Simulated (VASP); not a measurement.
# Ti2In (Fm-3m) in VASP: single point with PBE

Aim: the single point of Ti2In with PBE.

All numbers are computed with VASP 6.6.1; they aren't measurements. Logs are shortened: lines on timing, memory, paths and dates and some standing lists are left out, and cuts for length are marked.

## 1. The cell of the first run

The structure is cubic, space group Fm-3m (No. 225). The conventional cell has a = 6.484 Å, b = 6.484 Å, c = 6.484 Å, α = 90.00°, β = 90.00°, γ = 90.00°. Within 3.7 Å of Ti (site symmetry -43m) lie 4 In at 2.81 Å and 6 Ti at 3.24 Å. In (site symmetry m-3m) has 8 Ti at 2.81 Å within 3.7 Å.

The cell was generated, and may not be a known phase.

## 2. Single point, PBE, collinear spin

Contents of INCAR:

```
SYSTEM = Ti2In
PREC = Accurate ; ENCUT = 550
EDIFF = 1E-6 ; ISMEAR = 0
SIGMA = 0.1 ; LREAL = .False.
LASPH = .True. ; NELM = 300
ALGO = All ; ISIF = 2
LWAVE = .False. ; LCHARG = .True.
ISPIN = 2 ; MAGMOM = 0.78 0.78 0
LORBIT = 11 ; LMAXMIX = 4
GGA = PE ; LVHAR = .True.
NBANDS = 30 ; GGA_COMPAT = .False.
ISEARCH = 1 ; KPAR = 4
```

Contents of KPOINTS:

```
regular mesh
0
Gamma
  12 12 12
  0 0 0
```

Contents of POSCAR:

```
Ti2In
1.0
    0.0000000000      3.2418305430      3.2418305430
    3.2418305430      0.0000000000      3.2418305430
    3.2418305430      3.2418305430      0.0000000000
Ti In
2 1
Direct
    0.7500000000      0.7500000000      0.7500000000
    0.2500000000      0.2500000000      0.2500000000
    0.5000000000      0.5000000000      0.5000000000
```

Potentials or basis: VASP PAW PBE potentials, release 64 (Ti_sv, In_d).

Command:

```console
> cat potpaw_PBE.64/Ti_sv/POTCAR potpaw_PBE.64/In_d/POTCAR > POTCAR
> mpirun -np 4 vasp_std > vasp.out
```

OUTCAR:

```text
SYSTEM = Ti2In
   PREC = Accurate
   ENCUT = 550
   EDIFF = 1E-6
   ISMEAR = 0
   LREAL = .False.
   LASPH = .True.
   NELM = 300
   ISIF = 2
   ISPIN = 2
   LORBIT = 11
   GGA = PE

 ion  position               nearest neighbor table
   1  0.750  0.750  0.750-   3 2.81   3 2.81   3 2.81   3 2.81
   2  0.250  0.250  0.250-   3 2.81   3 2.81   3 2.81   3 2.81
   3  0.500  0.500  0.500-   1 2.81   2 2.81   2 2.81   2 2.81   2 2.81   1 2.81   1 2.81   1 2.81

  LATTYP: Found a face centered cubic cell.
 ALAT       =     6.4836610860

  Lattice vectors:

 A1 = (   0.0000000000,   3.2418305430,   3.2418305430)
 A2 = (   3.2418305430,   0.0000000000,   3.2418305430)
 A3 = (   3.2418305430,   3.2418305430,   0.0000000000)

Analysis of symmetry for initial positions (statically):
=====================================================================
 Subroutine PRICEL returns:
 Original cell was already a primitive cell.

 Routine SETGRP: Setting up the symmetry group for a
 face centered cubic supercell.

 Subroutine GETGRP returns: Found 48 space group operations
 (whereof 48 operations were pure point group operations)
 out of a pool of 48 trial point group operations.

The static configuration has the point symmetry O_h .

Analysis of symmetry for dynamics (positions and initial velocities):
=====================================================================
 Subroutine PRICEL returns:
 Original cell was already a primitive cell.

 Routine SETGRP: Setting up the symmetry group for a
 face centered cubic supercell.

 Subroutine GETGRP returns: Found 48 space group operations
 (whereof 48 operations were pure point group operations)
 out of a pool of 48 trial point group operations.

The dynamic configuration has the point symmetry O_h .

Analysis of structural, dynamic, and magnetic symmetry:
=====================================================================
 Subroutine PRICEL returns:
 Original cell was already a primitive cell.

 Routine SETGRP: Setting up the symmetry group for a
 face centered cubic supercell.

 Subroutine GETGRP returns: Found 48 space group operations
 (whereof 48 operations were pure point group operations)
 out of a pool of 48 trial point group operations.

The overall configuration has the point symmetry O_h .

 Subroutine INISYM returns: Found 48 space group operations
 (whereof 48 operations are pure point group operations),
 and found     1 'primitive' translations

----------------------------------------------------------------------------------------

                                     Primitive cell

  volume of cell :      68.1398

  direct lattice vectors                    reciprocal lattice vectors
     0.000000000  3.241830543  3.241830543    -0.154233848  0.154233848  0.154233848
     3.241830543  0.000000000  3.241830543     0.154233848 -0.154233848  0.154233848
     3.241830543  3.241830543  0.000000000     0.154233848  0.154233848 -0.154233848

  length of vectors
     4.584640721  4.584640721  4.584640721     0.267140861  0.267140861  0.267140861

  position of ions in fractional coordinates (direct lattice)
     0.750000000  0.750000000  0.750000000
     0.250000000  0.250000000  0.250000000
     0.500000000  0.500000000  0.500000000

  ion indices of the primitive-cell ions
   primitive index   ion index
                 1           1
                 2           2
                 3           3

----------------------------------------------------------------------------------------

 KPOINTS: regular mesh

Automatic generation of k-mesh.
 Grid dimensions read from file:
 generate k-points for:   12   12   12

 Generating k-lattice:

  Cartesian coordinates                     Fractional coordinates (reciprocal lattice)
    -0.012852821  0.012852821  0.012852821     0.083333333  0.000000000  0.000000000
     0.012852821 -0.012852821  0.012852821     0.000000000  0.083333333  0.000000000
     0.012852821  0.012852821 -0.012852821     0.000000000  0.000000000  0.083333333

  Length of vectors
     0.022261738  0.022261738  0.022261738

  Shift w.r.t. Gamma in fractional coordinates (k-lattice)
     0.000000000  0.000000000  0.000000000

 Subroutine IBZKPT returns following result:
 ===========================================

 Found     72 irreducible k-points:

 Following reciprocal coordinates:
            Coordinates               Weight
  0.000000  0.000000  0.000000      1.000000
  0.083333  0.000000  0.000000      8.000000
  0.166667  0.000000  0.000000      8.000000
  0.250000  0.000000  0.000000      8.000000
  0.333333  0.000000  0.000000      8.000000
  0.416667  0.000000  0.000000      8.000000
[... 16 lines left out ...]
  0.500000  0.166667  0.000000     24.000000
 -0.416667  0.166667  0.000000     24.000000
 [... further k-points ...]
   k-points           NKPTS =     72   k-points in BZ     NKDIM =     72   number of bands    NBANDS=     30
   number of dos      NEDOS =    301   number of ions     NIONS =      3
   total plane-waves  NPLWV =  46656
   dimension x,y,z NGX =    36 NGY =   36 NGZ =   36
   dimension x,y,z NGXF=    72 NGYF=   72 NGZF=   72
   ions per type =               2   1
   NGX,Y,Z   is equivalent  to a cutoff of  13.05, 13.05, 13.05 a.u.
   NGXF,Y,Z  is equivalent  to a cutoff of  26.11, 26.11, 26.11 a.u.
 SYSTEM =  Ti2In
   PREC   = accura    normal or accurate (medium, high low for compatibility)
   ISTART =      0    job   : 0-new  1-cont  2-samecut
   ICHARG =      2    charge: 1-file 2-atom 10-const
   ISPIN  =      2    spin polarized calculation?
   LNONCOLLINEAR =      F non collinear calculations
   LSORBIT =      F    spin-orbit coupling
   LASPH  =      T    aspherical Exc in radial PAW
   ENCUT  =  550.0 eV  40.42 Ry    6.36 a.u.   8.77  8.77  8.77*2*pi/ulx,y,z
   NELM   =    300;   NELMIN=  2; NELMDL= -5     # of ELM steps
   EDIFF  = 0.1E-05   stopping-criterion for ELM
   LREAL  =      F    real-space projection
   EDIFFG = 0.1E-04   stopping-criterion for IOM
   NSW    =      0    number of steps for IOM
   IBRION =     -1    ionic relax: 0-MD 1-quasi-New 2-CG
   NFREE  =      0    steps in history (QN), initial steepest desc. (CG)
   ISIF   =      2    stress and relaxation
   ISYM   =      2    0-nonsym 1-usesym 2-fastsym
   POTIM  = 0.5000    time-step for ionic-motion
   TEBEG  =    0.0;   TEEND  =   0.0 temperature during run
   PSTRESS=    0.0 pullay stress
   NELECT =      37.0000    total number of electrons
   NUPDOWN=      -1.0000    fix difference up-down
   EMIN   =  10.00;   EMAX   =-10.00  energy-range for DOS
   EFERMI =   0.00;   METHOD = LEGACY
   ISMEAR =     0;   SIGMA  =   0.10  broadening in eV -4-tet -1-fermi 0-gaus
   EFERMI_NEDOS =   21; number of points for ismear=-14 and -15
   IALGO  =     58    algorithm
   IMIX   =      4    mixing-type and parameters
     AMIX     =   0.40;   BMIX     =  1.00
     AMIX_MAG =   1.60;   BMIX_MAG =  1.00
  volume/ion in A,a.u.               =      22.71       153.28
  Fermi-wavevector in a.u.,A,eV,Ry     =   1.335596  2.523910 24.270298  1.783817
  Thomas-Fermi vector in A             =   2.464288
   LORBIT       =     11    0 simple, 1 ext, 2 COOP (PROOUT), +10 PAW based schemes
   GGA     = PE    functional components
   LHFCALC =     F    Hartree Fock is set to
   AEXX    =    0.0000 exact exchange contribution
   IVDW    =     0    specifies the selected vdW correction
   LEPSILON=     F    determine dielectric tensor
   LRPA    =     F    only Hartree local field effects (RPA)
 spin polarized calculation
 Gauss-broadening in eV      SIGMA  =   0.10
  energy-cutoff  :      550.00
  volume of cell :       68.14
 maximum number of plane-waves:      2014
   NGX = 17   NGY = 17   NGZ = 17

 number of electron      36.9999995 magnetization       1.8520709

 Free energy of the ion-electron system (eV)
  ---------------------------------------------------
  ext. energy  EPLUGINS =         0.00000000
  ---------------------------------------------------
  free energy    TOTEN  =       -16.89073670 eV

  energy without entropy =      -16.87451862  energy(sigma->0) =      -16.88262766

 E-fermi :   6.5525     XC(G=0): -10.3328

 val. band max:        6.5472542463   @ k =   0.3333   0.2500   0.0000
 cond. band min:       6.5564526378   @ k =   0.0833   0.0833   0.0000
 fundamental gap:      0.0091983915
 Fermi energy:         6.5524602624

 spin component 1

 k-point     1 :       0.0000    0.0000    0.0000
  band No.  band energies     occupation
      1     -50.9591      1.00000
      2     -50.9275      1.00000
      3     -27.2453      1.00000
      4     -27.2453      1.00000
      5     -27.2453      1.00000
      6     -27.1451      1.00000
[... 22 lines left out ...]
     29      12.8507      0.00000
     30      12.8507      0.00000
[... 728 lines left out ...]
  band No.  band energies     occupation
      1     -50.9441      1.00000
      2     -50.9421      1.00000
      3     -27.2438      1.00000
      4     -27.2170      1.00000
      5     -27.2140      1.00000
      6     -27.1787      1.00000
[... 22 lines left out ...]
     29      13.8783      0.00000
     30      14.3737      0.00000

 [... further k-points ...]

 spin component 2

 k-point     1 :       0.0000    0.0000    0.0000
  band No.  band energies     occupation
      1     -50.2921      1.00000
      2     -50.2612      1.00000
      3     -26.5740      1.00000
      4     -26.5740      1.00000
      5     -26.5740      1.00000
      6     -26.4775      1.00000
[... 22 lines left out ...]
     29      17.0881      0.00000
     30      16.7248      0.00000
[... 728 lines left out ...]
  band No.  band energies     occupation
      1     -50.2774      1.00000
      2     -50.2755      1.00000
      3     -26.5735      1.00000
      4     -26.5475      1.00000
      5     -26.5442      1.00000
      6     -26.5096      1.00000
[... 22 lines left out ...]
     29      14.1604      0.00000
     30      14.7723      0.00000

 [... further k-points ...]

------------------------ aborting loop because EDIFF is reached ----------------------------------------

  FORCE on cell =-STRESS in cart. coord.  units (eV):
  Direction    XX          YY          ZZ          XY          YZ          ZX
  --------------------------------------------------------------------------------------
  -------------------------------------------------------------------------------------
  Total       -0.0068350     -0.0068350     -0.0068350     -0.0000000     -0.0000000      0.0000000
  in kB       -0.1607130     -0.1607130     -0.1607130     -0.0000000     -0.0000000      0.0000000
  external PRESSURE =      -0.1607130 kB  Pullay stress =       0.0000000 kB

 VOLUME and BASIS-vectors are now :
 -----------------------------------------------------------------------------
  energy-cutoff  :      550.00
  volume of cell :       68.14
      direct lattice vectors                 reciprocal lattice vectors
     0.000000000  3.241830543  3.241830543    -0.154233848  0.154233848  0.154233848
     3.241830543  0.000000000  3.241830543     0.154233848 -0.154233848  0.154233848
     3.241830543  3.241830543  0.000000000     0.154233848  0.154233848 -0.154233848

 POSITION                                       TOTAL-FORCE (eV/Angst)
 -----------------------------------------------------------------------------------
      4.86275      4.86275      4.86275         0.000000      0.000000      0.000000
      1.62092      1.62092      1.62092        -0.000000     -0.000000     -0.000000
      3.24183      3.24183      3.24183         0.000000     -0.000000      0.000000
 -----------------------------------------------------------------------------------
    total drift:                                0.000000      0.000000      0.000000

  FREE ENERGIE OF THE ION-ELECTRON SYSTEM (eV)
  ---------------------------------------------------
  free  energy   TOTEN  =       -16.8907367033 eV

  energy  without entropy=      -16.8745033570  energy(sigma->0) =      -16.88262003

 total charge

# of ion       s       p       d       tot
------------------------------------------
    1        2.184   6.079   1.837  10.099
    2        2.184   6.079   1.837  10.099
    3        0.923   1.073   9.810  11.807
--------------------------------------------------
tot          5.290  13.232  13.484  32.005

 magnetization (x)

# of ion       s       p       d       tot
------------------------------------------
    1        0.006   0.015   0.686   0.706
    2        0.006   0.015   0.686   0.706
    3       -0.016  -0.046   0.023  -0.039
--------------------------------------------------
tot         -0.004  -0.016   1.395   1.374
```

Wall time 2.5 min (4 MPI ranks of AMD EPYC 9R45 (Zen 5), shared host); peak memory 0.64 GiB.

Results:

```yaml
Free_energy: -16.8907 eV
Pressure: 0.0 GPa
Net_moment: 1.85 μB per cell
Site_moments: Ti +0.71; In -0.04 μB
Valence_electrons_inside_the_program's_atomic_spheres: Ti 10.10; In 11.81
```

Caveat: spin-orbit coupling is left out, which moves the levels of the heavy elements.
